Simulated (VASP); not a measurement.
Wanted: the native input for a VASP 6.6.1 run.

- Task: single point
- Functional: PBE
- Potentials or basis: VASP PAW PBE potentials, release 64 (Cr_pv, O)
- Cutoff: 520 eV
- k mesh: 4 × 4 × 6
- Occupations: gaussian, width 0.1 eV
- Spin: collinear spin, ferromagnetic start
- Starting moments: [1.9, 1.9, 0.0, 0.0, 0.0, 0.0] μB
- Dipole correction: no
- Further INCAR settings: ALGO = Normal; EDIFF = 1e-06; NBANDS = 37

The structure of CrO2 lies in POSCAR:

```
CrO2
1.0
    4.4407929264      0.0000000000      0.0000000000
    0.0000000000      4.4407929264      0.0000000000
    0.0000000000      0.0000000000      2.9227492896
Cr O
2 4
Direct
    0.0000000000      0.0000000000      0.5000000000
    0.5000000000      0.5000000000      0.0000000000
    0.1967871092      0.1967871092      0.0000000000
    0.3032128908      0.6967871092      0.5000000000
    0.8032128908      0.8032128908      0.0000000000
    0.6967871092      0.3032128908      0.5000000000
```

One way to write it, as run:

INCAR

```
PREC = Accurate ; ENCUT = 520
EDIFF = 1E-6 ; ISMEAR = 0
SIGMA = 0.1 ; LREAL = False
LASPH = True ; NELM = 150
ALGO = Normal ; ISIF = 2
LWAVE = False ; LCHARG = False
ISPIN = 2 ; MAGMOM = 1.9 1.9 0 0 0 0
LORBIT = 11 ; LMAXMIX = 4
GGA = PE ; NBANDS = 37
```

KPOINTS

```
regular mesh
0
Gamma
  4 4 6
```

Potentials or basis: VASP PAW PBE potentials, release 64 (Cr_pv, O).

The run is started by

```console
$ cat potpaw_PBE.64/Cr_pv/POTCAR potpaw_PBE.64/O/POTCAR > POTCAR
$ mpirun -np 1 vasp_std > vasp.out
```

It gave:

```yaml
Pressure: 0.8 GPa
Largest_force: 0.024 eV/Å
Band_gap_on_the_k_mesh: zero (filled and empty bands overlap)
Net_moment: 4.00 μB per cell
Site_moments: Cr +2.10; O -0.08 μB
Valence_electrons_inside_the_program's_atomic_spheres: Cr 10.83; O 5.03
```

Caveat: semilocal functionals often make such compounds metallic where correlation or magnetic order opens a gap, which also shifts bond lengths; the run started ferromagnetic, and an antiferromagnetic order may lie lower in energy.

Wall time 62 s on 1 thread of Intel(R) Xeon(R) Platinum 8488C (Sapphire Rapids) (shared host), peak memory 0.23 GiB.
